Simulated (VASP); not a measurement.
A run of VASP 6.6.1 is set up as follows.

POSCAR

```
BN
1.0
    0.0000000000      1.9052826696      1.6194902692
    1.9052826696      0.0000000000      1.6194902692
    1.9052826696      1.9052826696      0.0000000000
B N
1 1
Direct
    0.0000000000      0.0000000000      0.0000000000
    0.7500000000      0.7500000000      0.7500000000
```

The input INCAR.step1:

```
SYSTEM = BN
PREC = Accurate ; ENCUT = 1460
ISMEAR = 0 ; SIGMA = 0.05
LREAL = .False. ; LASPH = .True.
NELM = 120 ; NBANDS = 11
GGA = PE ; ALGO = Normal
EDIFF = 1E-5 ; LWAVE = .True.
LCHARG = .False. ; GGA_COMPAT = .False.
```

The input INCAR.step2:

```
SYSTEM = BN
PREC = Accurate ; ENCUT = 1460
EDIFF = 1E-6 ; ISMEAR = 0
SIGMA = 0.05 ; LREAL = .False.
LASPH = .True. ; NELM = 120
ALGO = Normal ; ISIF = 2
LWAVE = .False. ; LCHARG = .True.
METAGGA = R2SCAN ; LMIXTAU = .True.
LELF = .True. ; LVHAR = .True.
NBANDS = 11 ; ISTART = 1
GGA_COMPAT = .False.
```

KPOINTS

```
Automatic mesh
0
Gamma
  12 12 12
  0 0 0
```

Potentials or basis: VASP PAW PBE potentials, release 64 (B_h, N_h).

The run is started by

```sh
$ cat potpaw_PBE.64/B_h/POTCAR potpaw_PBE.64/N_h/POTCAR > POTCAR
$ cp INCAR.step1 INCAR
$ mpirun -np 1 vasp_std > vasp.out
$ cp INCAR.step2 INCAR
$ mpirun -np 1 vasp_std > vasp.out
```

Problem. What does it give for the pressure?

Solution. -1.0 GPa.

Problem. What does it give for the band gap on the k mesh?

Solution. 2.57 eV (least direct gap 8.22 eV).

Stress tensor (GPa, compression positive):
```
-28.61   0.00   0.00
  0.00 -28.61   0.00
  0.00   0.00  54.21
```

Caveat: the stress differs along the axes, from -29 to 54 GPa; the PAW data sets were made with another functional, which shifts forces and pressure a little. A k mesh can miss the band edges.
